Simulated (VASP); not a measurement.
# ScSb2N3 (R-3m) in VASP: further runs, part 2 of 3

VASP 6.6.1. Earlier steps stand in the parts before.

## (3) Single point, PBE

This run uses another cell than the first one, of 17.40 Å³/atom.

INCAR reads:

```
SYSTEM = ScSb2N3
  PREC = Accurate
  ENCUT = 520
  EDIFF = 1E-6
  ISMEAR = 0
  SIGMA = 0.1
  LREAL = .False.
  LASPH = .True.
  NELM = 80
  ALGO = Normal
  ISIF = 2
  LWAVE = .False.
  LCHARG = .False.
  GGA = PE
  NBANDS = 27
```

KPOINTS reads:

```
regular mesh
0
Gamma
  6 6 6
  0 0 0
```

POSCAR reads:

```
ScSb2N3
1.0
    2.7874433400      1.6093311600      3.8778279000
   -2.7874433400      1.6093311600      3.8778279000
    0.0000000000     -3.2186623200      3.8778279000
Sc Sb N
1 2 3
Direct
    0.0000000000      0.0000000000      0.0000000000
    0.6292808700      0.6292808700      0.6292808700
    0.3707191300      0.3707191300      0.3707191300
    0.0000000000      0.0000000000      0.5000000000
    0.5000000000      0.0000000000      0.0000000000
    0.0000000000      0.5000000000      0.0000000000
```

Potentials or basis: VASP PAW PBE potentials, release 64 (Sc_sv, Sb, N).

Launch:

```console
> cat potpaw_PBE.64/Sc_sv/POTCAR potpaw_PBE.64/Sb/POTCAR potpaw_PBE.64/N/POTCAR > POTCAR
> mpirun -np 1 vasp_std > vasp.out
```

OUTCAR:

```text
SYSTEM = ScSb2N3
   PREC = Accurate
   ENCUT = 520
   EDIFF = 1E-6
   ISMEAR = 0
   LREAL = .False.
   LASPH = .True.
   NELM = 80
   ISIF = 2
   GGA = PE

 ion  position               nearest neighbor table
   1  0.000  0.000  0.000-   4 2.52   4 2.52   6 2.52   5 2.52   6 2.52   5 2.52   3 3.25   2 3.25
                             3 3.25   2 3.25   3 3.25   2 3.25
   2  0.629  0.629  0.629-   3 3.01   1 3.25   1 3.25   1 3.25   3 3.33   3 3.33   3 3.33
   3  0.371  0.371  0.371-   2 3.01   1 3.25   1 3.25   1 3.25   2 3.33   2 3.33   2 3.33
   4  0.000  0.000  0.500-   1 2.52   1 2.52
   5  0.500  0.000  0.000-   1 2.52   1 2.52
   6  0.000  0.500  0.000-   1 2.52   1 2.52

  LATTYP: Found a trigonal (rhomboedric) cell.
 ALAT       =     5.0395770039
 COS(alpha) =     0.3881373812

  Lattice vectors:

 A1 = (   2.7874433400,   1.6093311600,   3.8778279000)
 A2 = (  -2.7874433400,   1.6093311600,   3.8778279000)
 A3 = (   0.0000000000,  -3.2186623200,   3.8778279000)

Analysis of symmetry for initial positions (statically):
=====================================================================
 Subroutine PRICEL returns:
 Original cell was already a primitive cell.

 Routine SETGRP: Setting up the symmetry group for a
 trigonal (rhombohedral) supercell.

 Subroutine GETGRP returns: Found 12 space group operations
 (whereof 12 operations were pure point group operations)
 out of a pool of 12 trial point group operations.

The static configuration has the point symmetry D_3d.

Analysis of symmetry for dynamics (positions and initial velocities):
=====================================================================
 Subroutine PRICEL returns:
 Original cell was already a primitive cell.

 Routine SETGRP: Setting up the symmetry group for a
 trigonal (rhombohedral) supercell.

 Subroutine GETGRP returns: Found 12 space group operations
 (whereof 12 operations were pure point group operations)
 out of a pool of 12 trial point group operations.

The dynamic configuration has the point symmetry D_3d.

 Subroutine INISYM returns: Found 12 space group operations
 (whereof 12 operations are pure point group operations),
 and found     1 'primitive' translations

----------------------------------------------------------------------------------------

                                     Primitive cell

  volume of cell :     104.3737

  direct lattice vectors                    reciprocal lattice vectors
     2.787443340  1.609331160  3.877827900     0.179375843  0.103562692  0.085958774
    -2.787443340  1.609331160  3.877827900    -0.179375843  0.103562692  0.085958774
     0.000000000 -3.218662320  3.877827900     0.000000000 -0.207125383  0.085958774

  length of vectors
     5.039577004  5.039577004  5.039577001     0.224253952  0.224253952  0.224253953

  position of ions in fractional coordinates (direct lattice)
     0.000000000  0.000000000  0.000000000
     0.629280870  0.629280870  0.629280870
     0.370719130  0.370719130  0.370719130
     0.000000000  0.000000000  0.500000000
     0.500000000  0.000000000  0.000000000
     0.000000000  0.500000000  0.000000000

  ion indices of the primitive-cell ions
   primitive index   ion index
                 1           1
[... 34 lines left out ...]
  0.000000  0.000000  0.000000      1.000000
  0.166667  0.000000  0.000000      6.000000
  0.333333  0.000000  0.000000      6.000000
  0.500000  0.000000  0.000000      3.000000
  0.166667  0.166667  0.000000      6.000000
  0.333333  0.166667  0.000000     12.000000
[... 16 lines left out ...]
  0.500000  0.500000  0.166667      6.000000
 -0.333333  0.500000  0.166667     12.000000
 [... further k-points ...]
   k-points           NKPTS =     32   k-points in BZ     NKDIM =     32   number of bands    NBANDS=     27
   number of dos      NEDOS =    301   number of ions     NIONS =      6
   total plane-waves  NPLWV =  64000
   dimension x,y,z NGX =    40 NGY =   40 NGZ =   40
   dimension x,y,z NGXF=    80 NGYF=   80 NGZF=   80
   ions per type =               1   2   3
   NGX,Y,Z   is equivalent  to a cutoff of  13.20, 13.20, 13.20 a.u.
   NGXF,Y,Z  is equivalent  to a cutoff of  26.39, 26.39, 26.39 a.u.
 SYSTEM =  ScSb2N3
   PREC   = accura    normal or accurate (medium, high low for compatibility)
   ISTART =      0    job   : 0-new  1-cont  2-samecut
   ICHARG =      2    charge: 1-file 2-atom 10-const
   ISPIN  =      1    spin polarized calculation?
   LNONCOLLINEAR =      F non collinear calculations
   LSORBIT =      F    spin-orbit coupling
   LASPH  =      T    aspherical Exc in radial PAW
   ENCUT  =  520.0 eV  38.22 Ry    6.18 a.u.   9.37  9.37  9.37*2*pi/ulx,y,z
   NELM   =     80;   NELMIN=  2; NELMDL= -5     # of ELM steps
   EDIFF  = 0.1E-05   stopping-criterion for ELM
   LREAL  =      F    real-space projection
   EDIFFG = 0.1E-04   stopping-criterion for IOM
   NSW    =      0    number of steps for IOM
   IBRION =     -1    ionic relax: 0-MD 1-quasi-New 2-CG
   NFREE  =      0    steps in history (QN), initial steepest desc. (CG)
   ISIF   =      2    stress and relaxation
   ISYM   =      2    0-nonsym 1-usesym 2-fastsym
   POTIM  = 0.5000    time-step for ionic-motion
   TEBEG  =    0.0;   TEEND  =   0.0 temperature during run
   PSTRESS=    0.0 pullay stress
   NELECT =      36.0000    total number of electrons
   NUPDOWN=      -1.0000    fix difference up-down
   EMIN   =  10.00;   EMAX   =-10.00  energy-range for DOS
   EFERMI =   0.00;   METHOD = LEGACY
   ISMEAR =     0;   SIGMA  =   0.10  broadening in eV -4-tet -1-fermi 0-gaus
   EFERMI_NEDOS =   21; number of points for ismear=-14 and -15
   IALGO  =     38    algorithm
   IMIX   =      4    mixing-type and parameters
     AMIX     =   0.40;   BMIX     =  1.00
     AMIX_MAG =   1.60;   BMIX_MAG =  1.00
  volume/ion in A,a.u.               =      17.40       117.39
  Fermi-wavevector in a.u.,A,eV,Ry     =   1.148097  2.169589 17.934203  1.318127
  Thomas-Fermi vector in A             =   2.284774
   LORBIT       =      0    0 simple, 1 ext, 2 COOP (PROOUT), +10 PAW based schemes
   GGA     = PE    functional components
   LHFCALC =     F    Hartree Fock is set to
   AEXX    =    0.0000 exact exchange contribution
   IVDW    =     0    specifies the selected vdW correction
   LEPSILON=     F    determine dielectric tensor
   LRPA    =     F    only Hartree local field effects (RPA)
 non-spin polarized calculation
 Gauss-broadening in eV      SIGMA  =   0.10
  energy-cutoff  :      520.00
  volume of cell :      104.37
 maximum number of plane-waves:      2850
 NGX is ok and might be reduce to    40
   NGX = 19   NGY = 19   NGZ = 19

 number of electron      36.0000000 magnetization

 Free energy of the ion-electron system (eV)
  ---------------------------------------------------
  ext. energy  EPLUGINS =         0.00000000
  ---------------------------------------------------
  free energy    TOTEN  =       -32.31297090 eV

  energy without entropy =      -32.28178075  energy(sigma->0) =      -32.29737583

 E-fermi :   5.7145     XC(G=0): -10.4809

 val. band max:        5.7141039911   @ k =   0.5000   0.5000   0.3333
 cond. band min:       5.7160190914   @ k =   0.1667   0.0000   0.0000
 fundamental gap:      0.0019151003
 Fermi energy:         5.7145010529

 k-point     1 :       0.0000    0.0000    0.0000
  band No.  band energies     occupation
      1     -43.9941      2.00000
      2     -22.6528      2.00000
      3     -22.6528      2.00000
      4     -22.4309      2.00000
      5      -8.5402      2.00000
      6      -6.4517      2.00000
[... 709 lines left out ...]
     26       9.3813      0.00000
     27       9.6600      0.00000

 [... further k-points ...]

------------------------ aborting loop because EDIFF is reached ----------------------------------------

  FORCE on cell =-STRESS in cart. coord.  units (eV):
  Direction    XX          YY          ZZ          XY          YZ          ZX
  --------------------------------------------------------------------------------------
  -------------------------------------------------------------------------------------
  Total       -5.5275389     -5.5275388    -19.9113139      0.0000000     -0.0000000      0.0000000
  in kB      -84.8498612    -84.8498609   -305.6463762      0.0000000     -0.0000000      0.0000000
  external PRESSURE =    -158.4486995 kB  Pullay stress =       0.0000000 kB

 VOLUME and BASIS-vectors are now :
 -----------------------------------------------------------------------------
  energy-cutoff  :      520.00
  volume of cell :      104.37
      direct lattice vectors                 reciprocal lattice vectors
     2.787443340  1.609331160  3.877827900     0.179375843  0.103562692  0.085958774
    -2.787443340  1.609331160  3.877827900    -0.179375843  0.103562692  0.085958774
     0.000000000 -3.218662320  3.877827900     0.000000000 -0.207125383  0.085958774

 POSITION                                       TOTAL-FORCE (eV/Angst)
 -----------------------------------------------------------------------------------
      0.00000      0.00000      0.00000         0.000000      0.000000     -0.000000
      0.00000      0.00000      7.32073         0.000000     -0.000000      0.990767
      0.00000      0.00000      4.31275         0.000000      0.000000     -0.990767
      0.00000     -1.60933      1.93891         0.000000      0.000000     -0.000000
      1.39372      0.80467      1.93891         0.000000      0.000000     -0.000000
     -1.39372      0.80467      1.93891        -0.000000      0.000000     -0.000000
 -----------------------------------------------------------------------------------
    total drift:                               -0.000000      0.000000     -0.000000

  FREE ENERGIE OF THE ION-ELECTRON SYSTEM (eV)
  ---------------------------------------------------
  free  energy   TOTEN  =       -32.3129709034 eV

  energy  without entropy=      -32.2817807520  energy(sigma->0) =      -32.29737583
```

Wall time 49 s (1 thread of Intel Xeon 6975P-C (Granite Rapids), shared host); peak memory 0.29 GiB.

What came out:

| Item | Value |
| --- | --- |
| Free energy | -32.3130 eV |
| Pressure | -15.8 GPa |
| Largest force | 0.991 eV/Å |
| Band gap on the k mesh | zero (bands 18 and 19 overlap by 1.04 eV) |

Forces in eV/Å, atoms in the order of the input:
```
Sc   0.000  0.000  0.000
Sb   0.000  0.000  0.991
Sb   0.000  0.000 -0.991
N    0.000  0.000  0.000
N    0.000  0.000  0.000
N    0.000  0.000  0.000
```

Stress tensor (GPa, compression positive):
```
 -8.48   0.00   0.00
  0.00  -8.48   0.00
  0.00   0.00 -30.56
```

Caveat: the cell stands under tension; spin-orbit coupling is left out, which moves the levels of the heavy elements.

(Part 2 of 3 ends here.)
